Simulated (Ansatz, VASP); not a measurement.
One calculation of Cu, two programs

The input INCAR:

```
SYSTEM = Cu
PREC = Accurate
ENCUT = 520
EDIFF = 1E-7
ISMEAR = 0
SIGMA = 0.15
LREAL = .False.
LASPH = .True.
NELM = 80
ALGO = Fast
ISIF = 2
LWAVE = .False.
LCHARG = .False.
GGA = PS
NBANDS = 18
```

KPOINTS

```
regular mesh
0
Gamma
  24 24 12
  0 0 0
```

Contents of POSCAR:

```
Cu
1.0
    2.5340966698      0.0000000000      0.0000000000
   -1.2670483349      2.1945920917      0.0000000000
    0.0000000000      0.0000000000      4.1125710000
Cu
2
Direct
    0.2070176354      0.7691914141      0.2500000000
    0.6666666667      0.3333333333      0.7500000000
```

Input for Ansatz:

```yaml
crystal:
  lattice:
    - [2.5340966698, 0.0, 0.0]
    - [-1.2670483349, 2.1945920917, 0.0]
    - [0.0, 0.0, 4.112571]
  atoms:
    - { symbol: Cu, position: [0.2070176354, 0.7691914141, 0.25] }
    - { symbol: Cu, position: [0.6666666667, 0.3333333333, 0.75] }
basis:
  ecutwfc: 420
kpoints:
  mp_grid: { grid: [24, 24, 12] }
hamiltonian:
  xc: pbesol
scf:
  occupations: { method: gaussian, width: 0.15 }
output:
  forces: true
  stress: true
  eigenvalues: true
  write_density: true
  write_potential: true
  elf: true
  volumetric_format: npy
```

Alike in both runs: task single point; functional PBEsol; k mesh 24 × 24 × 12; occupations gaussian, width 0.15 eV; no spin polarisation.

|  | VASP | Ansatz |
| --- | --- | --- |
| version | VASP 6.6.1 | Ansatz 0.2.0 |
| potentials or method | VASP PAW PBE potentials, release 64 (Cu), cutoff 520 eV | scalar-relativistic, plane waves, PAW |
| valence electrons in the cell | 22 | 38 |

Ansatz gave:

- gap on the k mesh at the Fermi level (eV): none
- pressure (GPa): 0.3
- traceless stress, the component that is largest in VASP (GPa): -5.69
- rms of the force components (eV/Å): 0.127

Task: Which values does VASP return?

Result: gap on the k mesh at the Fermi level (eV): none; pressure (GPa): 1.1; traceless stress, the component that is largest in VASP (GPa): -5.70; rms of the force components (eV/Å): 0.127.

VASP's potentials were made for PBE, not for PBEsol. Atom by atom the forces differ by 0.001 eV/Å (rms over components). A gap of «none» marks a metal or a gap that the smearing closes. The functional is the same, so the differences come from potentials, cutoffs and numerics. VASP's potentials hold 22 valence electrons a cell and Ansatz's 38, so a difference there can come from the potentials and not from the codes.
